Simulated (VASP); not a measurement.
# Sb (P6/mmm) in VASP: further runs

Runs on Sb. Level: PBE. Tasks: density of states.

Program: VASP 6.6.1. These are calculated values, not measurements. Logs are shortened: lines on timing, memory, paths and dates and some standing lists are left out, and cuts for length are marked.

**1. The cell of the first run**

Symmetry: P6/mmm, No. 191, hexagonal system. Conventional cell: a = 4.103 Å, b = 4.103 Å, c = 2.444 Å, α = 90.00°, β = 90.00°, γ = 120.00°. Within 3.2 Å of Sb (site symmetry 6/mmm) lie 14 Sb at 2.44 to 2.67 Å. Sb (site symmetry -6m2) has 11 Sb at 2.37 to 2.67 Å within 3.1 Å.

**2. Density of states, PBE (volume scaled by 0.43)**

POSCAR reads:

```
Sb
1.0
    4.1030624751      0.0000000000      0.0000000000
   -2.0515312375      3.5533563367      0.0000000000
    0.0000000000      0.0000000000      2.4441469963
Sb
3
Direct
    0.0000000000      0.0000000000      0.0000000000
    0.3333333333      0.6666666667      0.5000000000
    0.6666666667      0.3333333333      0.5000000000
```

INCAR.step1 reads:

```
PREC = Accurate
ENCUT = 520
EDIFF = 1E-6
ISMEAR = -1
SIGMA = 0.1
LREAL = False
LASPH = True
NELM = 100
ALGO = Normal
ISIF = 2
LWAVE = False
LCHARG = True
GGA = PE
NBANDS = 14
```

KPOINTS.step1 reads:

```
regular mesh
0
Gamma
  7 7 9
```

INCAR.step2 reads:

```
PREC = Accurate
ENCUT = 520
EDIFF = 1E-6
ISMEAR = -5
SIGMA = 0.1
LREAL = False
LASPH = True
NELM = 100
ALGO = Normal
ISIF = 2
LWAVE = False
LCHARG = False
GGA = PE
LORBIT = 11
NBANDS = 14
NEDOS = 1001
ICHARG = 11
```

KPOINTS.step2 reads:

```
regular mesh
0
Gamma
  11 11 14
```

Potentials or basis: VASP PAW PBE potentials, release 64 (Sb).

Run with:

```console
cat potpaw_PBE.64/Sb/POTCAR > POTCAR
cp INCAR.step1 INCAR
cp KPOINTS.step1 KPOINTS
mpirun -np 1 vasp_std > vasp.out
cp INCAR.step2 INCAR
cp KPOINTS.step2 KPOINTS
mpirun -np 1 vasp_std > vasp.out
```

OUTCAR:

```text
PREC = Accurate
   ENCUT = 520
   EDIFF = 1E-6
   ISMEAR = -5
   LREAL = False
   LASPH = True
   NELM = 100
   ISIF = 2
   GGA = PE
   LORBIT = 11
   ICHARG = 11

 ion  position               nearest neighbor table
   1  0.000  0.000  0.000-   2 2.67   3 2.67   2 2.67   3 2.67   2 2.67   2 2.67   3 2.67   3 2.67
                             3 2.67   3 2.67   2 2.67   2 2.67
   2  0.333  0.667  0.500-   3 2.37   3 2.37   3 2.37   1 2.67   1 2.67   1 2.67   1 2.67   1 2.67
                             1 2.67   3 3.40   3 3.40   3 3.40   3 3.40   3 3.40   3 3.40
   3  0.667  0.333  0.500-   2 2.37   2 2.37   2 2.37   1 2.67   1 2.67   1 2.67   1 2.67   1 2.67
                             1 2.67   2 3.40   2 3.40   2 3.40   2 3.40   2 3.40   2 3.40

  LATTYP: Found a hexagonal cell.
 ALAT       =     4.1030624751
 C/A-ratio  =     0.5956884671

  Lattice vectors:

 A1 = (   4.1030624751,   0.0000000000,   0.0000000000)
 A2 = (  -2.0515312375,   3.5533563367,   0.0000000000)
 A3 = (   0.0000000000,   0.0000000000,   2.4441469963)

Analysis of symmetry for initial positions (statically):
=====================================================================
 Subroutine PRICEL returns:
 Original cell was already a primitive cell.

 Routine SETGRP: Setting up the symmetry group for a
 hexagonal supercell.

 Subroutine GETGRP returns: Found 24 space group operations
 (whereof 24 operations were pure point group operations)
 out of a pool of 24 trial point group operations.

The static configuration has the point symmetry D_6h.

Analysis of symmetry for dynamics (positions and initial velocities):
=====================================================================
 Subroutine PRICEL returns:
 Original cell was already a primitive cell.

 Routine SETGRP: Setting up the symmetry group for a
 hexagonal supercell.

 Subroutine GETGRP returns: Found 24 space group operations
 (whereof 24 operations were pure point group operations)
 out of a pool of 24 trial point group operations.

The dynamic configuration has the point symmetry D_6h.

 Subroutine INISYM returns: Found 24 space group operations
 (whereof 24 operations are pure point group operations),
 and found     1 'primitive' translations

----------------------------------------------------------------------------------------

                                     Primitive cell

  volume of cell :      35.6348

  direct lattice vectors                    reciprocal lattice vectors
     4.103062475  0.000000000  0.000000000     0.243720393  0.140712035  0.000000000
    -2.051531237  3.553356337  0.000000000     0.000000000  0.281424069  0.000000000
     0.000000000  0.000000000  2.444146996     0.000000000  0.000000000  0.409140695

  length of vectors
     4.103062475  4.103062475  2.444146996     0.281424069  0.281424069  0.409140695

  position of ions in fractional coordinates (direct lattice)
     0.000000000  0.000000000  0.000000000
     0.333333333  0.666666667  0.500000000
     0.666666667  0.333333333  0.500000000

  ion indices of the primitive-cell ions
   primitive index   ion index
                 1           1
                 2           2
                 3           3

----------------------------------------------------------------------------------------

 KPOINTS: regular mesh

Automatic generation of k-mesh.
 Grid dimensions read from file:
 generate k-points for:   11   11   14

 Generating k-lattice:

  Cartesian coordinates                     Fractional coordinates (reciprocal lattice)
     0.022156399  0.012792003  0.000000000     0.090909091  0.000000000  0.000000000
     0.000000000  0.025584006  0.000000000     0.000000000  0.090909091  0.000000000
     0.000000000  0.000000000  0.029224335     0.000000000  0.000000000  0.071428571

  Length of vectors
     0.025584006  0.025584006  0.029224335

  Shift w.r.t. Gamma in fractional coordinates (k-lattice)
     0.000000000  0.000000000  0.000000000

 TETIRR: Found   1771 inequivalent tetrahedra from    10164

 Subroutine IBZKPT returns following result:
 ===========================================

 Found    128 irreducible k-points:

 Following reciprocal coordinates:
            Coordinates               Weight
  0.000000  0.000000  0.000000      1.000000
  0.090909  0.000000  0.000000      6.000000
  0.181818  0.000000  0.000000      6.000000
  0.272727 -0.000000  0.000000      6.000000
  0.363636  0.000000  0.000000      6.000000
  0.454545  0.000000  0.000000      6.000000
[... 16 lines left out ...]
  0.090909  0.090909  0.071429     12.000000
  0.181818  0.090909  0.071429     24.000000
 [... further k-points ...]
   k-points           NKPTS =    128   k-points in BZ     NKDIM =    128   number of bands    NBANDS=     14
   number of dos      NEDOS =   1001   number of ions     NIONS =      3
   total plane-waves  NPLWV =  18432
   dimension x,y,z NGX =    32 NGY =   32 NGZ =   18
   dimension x,y,z NGXF=    64 NGYF=   64 NGZF=   36
   ions per type =               3
   NGX,Y,Z   is equivalent  to a cutoff of  12.97, 12.97, 12.24 a.u.
   NGXF,Y,Z  is equivalent  to a cutoff of  25.93, 25.93, 24.49 a.u.
 SYSTEM =  unknown system
   PREC   = accura    normal or accurate (medium, high low for compatibility)
   ISTART =      0    job   : 0-new  1-cont  2-samecut
   ICHARG =     11    charge: 1-file 2-atom 10-const
   ISPIN  =      1    spin polarized calculation?
   LNONCOLLINEAR =      F non collinear calculations
   LSORBIT =      F    spin-orbit coupling
   LASPH  =      T    aspherical Exc in radial PAW
   ENCUT  =  520.0 eV  38.22 Ry    6.18 a.u.   7.63  7.63  4.54*2*pi/ulx,y,z
   NELM   =    100;   NELMIN=  2; NELMDL=  0     # of ELM steps
   EDIFF  = 0.1E-05   stopping-criterion for ELM
   LREAL  =      F    real-space projection
[... 7 lines left out ...]
   TEBEG  =    0.0;   TEEND  =   0.0 temperature during run
   PSTRESS=    0.0 pullay stress
   NELECT =      15.0000    total number of electrons
   NUPDOWN=      -1.0000    fix difference up-down
   EMIN   =  10.00;   EMAX   =-10.00  energy-range for DOS
   EFERMI =   0.00;   METHOD = LEGACY
   ISMEAR =    -5;   SIGMA  =   0.10  broadening in eV -4-tet -1-fermi 0-gaus
   EFERMI_NEDOS =   21; number of points for ismear=-14 and -15
   IALGO  =     38    algorithm
   IMIX   =      4    mixing-type and parameters
     AMIX     =   0.40;   BMIX     =  1.00
     AMIX_MAG =   1.60;   BMIX_MAG =  1.00
  volume/ion in A,a.u.               =      11.88        80.16
  Fermi-wavevector in a.u.,A,eV,Ry     =   1.226913  2.318530 20.481068  1.505316
  Thomas-Fermi vector in A             =   2.361896
   LORBIT       =     11    0 simple, 1 ext, 2 COOP (PROOUT), +10 PAW based schemes
   GGA     = PE    functional components
   LHFCALC =     F    Hartree Fock is set to
   AEXX    =    0.0000 exact exchange contribution
   IVDW    =     0    specifies the selected vdW correction
   LEPSILON=     F    determine dielectric tensor
   LRPA    =     F    only Hartree local field effects (RPA)
 non-spin polarized calculation
 Fermi weights with tetrahedron method with Bloechl corrections
  energy-cutoff  :      520.00
  volume of cell :       35.63
 maximum number of plane-waves:       981
 NGX is ok and might be reduce to    32

 number of electron      14.9999999 magnetization

 Free energy of the ion-electron system (eV)
  ---------------------------------------------------
  ext. energy  EPLUGINS =         0.00000000
  ---------------------------------------------------
  free energy    TOTEN  =        11.77947828 eV

  energy without entropy =       11.77947828  energy(sigma->0) =       11.77947828

 E-fermi :  24.8138     XC(G=0): -14.1951

 val. band max:       25.0359876338   @ k =   0.4545   0.0000   0.2857
 cond. band min:      24.5710093696   @ k =   0.3636   0.2727   0.2143
 fundamental gap:     -0.4649782642
 Fermi energy:        24.8137848061

 k-point     1 :       0.0000    0.0000    0.0000
  band No.  band energies     occupation
      1       1.4594      2.00000
      2      15.1948      2.00000
      3      15.1949      2.00000
      4      15.3569      2.00000
      5      15.3569      2.00000
      6      15.4806      2.00000
      7      15.5340      2.00000
      8      26.6081      0.00000
      9      32.2773      0.00000
     10      34.4058      0.00000
     11      35.7093      0.00000
     12      35.7093      0.00000
     13      36.8657      0.00000
     14      36.8657      0.00000

 k-point     2 :       0.0909    0.0000    0.0000
  band No.  band energies     occupation
      1       1.5713      2.00000
      2      12.9633      2.00000
      3      13.9866      2.00000
      4      14.4776      2.00000
      5      16.6299      2.00000
      6      16.7671      2.00000
      7      17.8841      2.00000
      8      26.7593      0.00000
      9      32.2896      0.00000
     10      33.8402      0.00000
     11      34.8750      0.00000
     12      35.3359      0.00000
     13      36.5150      0.00000
     14      36.8210      0.00000

 k-point     3 :       0.1818    0.0000    0.0000
  band No.  band energies     occupation
      1       1.9076      2.00000
      2      10.7788      2.00000
      3      12.9267      2.00000
      4      13.7401      2.00000
      5      18.0609      2.00000
      6      18.4304      2.00000
      7      20.5231      2.00000
      8      27.2069      0.00000
      9      32.2964      0.00000
     10      32.2983      0.00000
     11      33.2551      0.00000
     12      34.9222      0.00000
     13      35.3800      0.00000
     14      36.1350      0.00000
[... 324 lines left out ...]
 k-point    23 :       0.0909    0.0909    0.0714
  band No.  band energies     occupation
      1       1.9412      2.00000
      2      12.0343      2.00000
      3      12.1024      2.00000
      4      15.8081      2.00000
      5      15.9216      2.00000
      6      19.4171      2.00000
      7      19.4253      2.00000
      8      25.5027      0.38386
      9      32.5360      0.00000
     10      33.5219      0.00000
     11      33.6517      0.00000
     12      33.8245      0.00000
     13      35.3158      0.00000
     14      35.3980      0.00000

 k-point    24 :       0.1818    0.0909    0.0714
  band No.  band energies     occupation
      1       2.3914      2.00000
      2       9.9946      2.00000
      3      11.2422      2.00000
      4      15.1265      2.00000
      5      17.5344      2.00000
      6      21.0227      2.00000
      7      22.0834      2.00000
      8      26.0103      0.10859
      9      30.5670      0.00000
     10      32.2802      0.00000
     11      33.0479      0.00000
     12      33.4294      0.00000
     13      34.0549      0.00000
     14      35.6801      0.00000

 [... further k-points ...]
[... 5 lines left out ...]
  --------------------------------------------------------------------------------------
  -------------------------------------------------------------------------------------
  Total       79.1093947     79.1093947     78.7643667      0.0000000      0.0000000      0.0000000
  in kB     3556.8408298   3556.8408297   3541.3280106      0.0000001      0.0000000      0.0000000
  external PRESSURE =    3551.6698900 kB  Pullay stress =       0.0000000 kB

 VOLUME and BASIS-vectors are now :
 -----------------------------------------------------------------------------
  energy-cutoff  :      520.00
  volume of cell :       35.63
      direct lattice vectors                 reciprocal lattice vectors
     4.103062475  0.000000000  0.000000000     0.243720393  0.140712035  0.000000000
    -2.051531237  3.553356337  0.000000000     0.000000000  0.281424069  0.000000000
     0.000000000  0.000000000  2.444146996     0.000000000  0.000000000  0.409140695

 POSITION                                       TOTAL-FORCE (eV/Angst)
 -----------------------------------------------------------------------------------
      0.00000      0.00000      0.00000         0.000000      0.000000      0.000000
     -0.00000      2.36890      1.22207         0.000000     -0.000000      0.000000
      2.05153      1.18445      1.22207        -0.000000      0.000000      0.000000
 -----------------------------------------------------------------------------------
    total drift:                               -0.000000     -0.000000     -0.000000

  FREE ENERGIE OF THE ION-ELECTRON SYSTEM (eV)
  ---------------------------------------------------
  free  energy   TOTEN  =        11.7794782817 eV

  energy  without entropy=       11.7794782817  energy(sigma->0) =       11.77947828

 total charge

# of ion       s       p       d       tot
------------------------------------------
    1        1.278   1.744   0.289   3.310
    2        1.254   1.786   0.346   3.386
    3        1.254   1.786   0.346   3.386
--------------------------------------------------
tot          3.786   5.315   0.980  10.081
```

Wall time 23 s (1 thread of Intel Xeon 6975P-C (Granite Rapids), shared host); peak memory 0.18 GiB.

What came out:

* Valence electrons inside the program's atomic spheres: Sb 3.31, 3.39

Caveat: spin-orbit coupling is left out, which moves the levels of the heavy elements; tetrahedron occupations give inexact forces and stress in metals.

**3. Density of states, PBE (volume scaled by 0.5)**

POSCAR reads:

```
Sb
1.0
    4.3177455487      0.0000000000      0.0000000000
   -2.1588727744      3.7392773323      0.0000000000
    0.0000000000      0.0000000000      2.5664395529
Sb
3
Direct
    0.0000000000      0.0000000000      0.0000000000
    0.3333333333      0.6666666667      0.5000000000
    0.6666666667      0.3333333333      0.5000000000
```

INCAR.step1 reads:

```
PREC     = Accurate       # precision mode
ENCUT    = 520            # plane-wave cutoff, eV
EDIFF    = 1E-7           # SCF threshold, eV
ISMEAR   = -1             # smearing method
SIGMA    = 0.1            # smearing width, eV
LREAL    = False          # projectors in reciprocal space
LASPH    = True           # aspherical terms in the spheres
NELM     = 80             # most SCF steps
ALGO     = Normal         # electronic algorithm
ISIF     = 2              # what is computed and relaxed
LWAVE    = False          # write WAVECAR
LCHARG   = True           # write CHGCAR
GGA      = PE             # functional
NBANDS   = 14             # bands
```

KPOINTS.step1 is that of step 2.

INCAR.step2 reads:

```
PREC     = Accurate       # precision mode
ENCUT    = 520            # plane-wave cutoff, eV
EDIFF    = 1E-7           # SCF threshold, eV
ISMEAR   = -5             # smearing method
SIGMA    = 0.1            # smearing width, eV
LREAL    = False          # projectors in reciprocal space
LASPH    = True           # aspherical terms in the spheres
NELM     = 80             # most SCF steps
ALGO     = Normal         # electronic algorithm
ISIF     = 2              # what is computed and relaxed
LWAVE    = False          # write WAVECAR
LCHARG   = False          # write CHGCAR
GGA      = PE             # functional
LORBIT   = 10             # projections on sites
NEDOS    = 2001           # points of the DOS
ICHARG   = 11             # starting density
```

KPOINTS.step2 is that of step 2.

Potentials or basis: VASP PAW PBE potentials, release 64 (Sb).

Run with:

```console
cat potpaw_PBE.64/Sb/POTCAR > POTCAR
cp INCAR.step1 INCAR
cp KPOINTS.step1 KPOINTS
mpirun -np 1 vasp_std > vasp.out
cp INCAR.step2 INCAR
cp KPOINTS.step2 KPOINTS
mpirun -np 1 vasp_std > vasp.out
```

Wall time 22 s (1 thread of Intel Xeon 6975P-C (Granite Rapids), shared host); peak memory 0.18 GiB.

The run converged. Its results:

- Valence electrons inside the program's atomic spheres: Sb 2.99, 3.05

Levels at points of the mesh, in eV from the Fermi level:
```csv
k point,band 4,band 5,band 6,band 7,band 8,band 9,band 10,band 11
"(0.00, 0.00, 0.00)",-8.36,-8.36,-8.16,-8.16,2.05,6.97,10.41,11.13
"(0.00, 0.00, 0.50)",-4.45,-4.45,-4.06,-2.46,-2.46,-2.32,-1.39,-0.86
```

Caveat: the bands computed are all filled at some k points, so no gap is given; spin-orbit coupling is left out, which moves the levels of the heavy elements.
